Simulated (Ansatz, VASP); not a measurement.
**Tl in VASP and in Ansatz**

The input INCAR:

```
SYSTEM = Tl
  PREC = Accurate
  ENCUT = 520
  EDIFF = 1E-6
  ISMEAR = 0
  SIGMA = 0.1
  LREAL = .False.
  LASPH = .True.
  NELM = 100
  ALGO = Normal
  ISIF = 2
  LWAVE = .False.
  LCHARG = .False.
  NBANDS = 12
```

KPOINTS

```
Automatic mesh
0
Gamma
  6 6 6
  0 0 0
```

File POSCAR:

```
Tl
1.0
   -1.9410000000      1.9410000000      1.9410000000
    1.9410000000     -1.9410000000      1.9410000000
    1.9410000000      1.9410000000     -1.9410000000
Tl
1
Direct
    0.0000000000      0.0000000000      0.0000000000
```

Input for Ansatz:

```yaml
crystal:
  lattice:
    - [-1.941, 1.941, 1.941]
    - [1.941, -1.941, 1.941]
    - [1.941, 1.941, -1.941]
  atoms:
    - { symbol: Tl, position: [0.0, 0.0, 0.0] }
basis:
  ecutwfc: 420
kpoints:
  mp_grid: { grid: [6, 6, 6] }
hamiltonian:
  xc: lda
scf:
  occupations: { method: gaussian, width: 0.1 }
output:
  forces: true
  stress: true
  eigenvalues: true
```

Alike in both runs: task single point; functional LDA; k mesh 6 × 6 × 6; occupations gaussian, width 0.1 eV; no spin polarisation.

|  | VASP | Ansatz |
| --- | --- | --- |
| version | VASP 6.6.1 | Ansatz 0.2.0 |
| potentials or method | VASP PAW LDA potentials, release 64 (Tl_d), cutoff 520 eV | scalar-relativistic, plane waves, PAW |
| valence electrons in the cell | 13 | 13 |

```tsv
	VASP	Ansatz	Ansatz less VASP
gap on the k mesh at the Fermi level (eV)	none	none	-
pressure (GPa)	-2.3	-2.4	-0.04
```

LDA's correlation is that of Perdew and Zunger in VASP and of Perdew and Wang (1992) in Ansatz. A gap of «none» marks a metal or a gap that the smearing closes.

The k mesh is coarse, so the values compare programs but aren't converged. Neither program's run includes spin-orbit coupling.
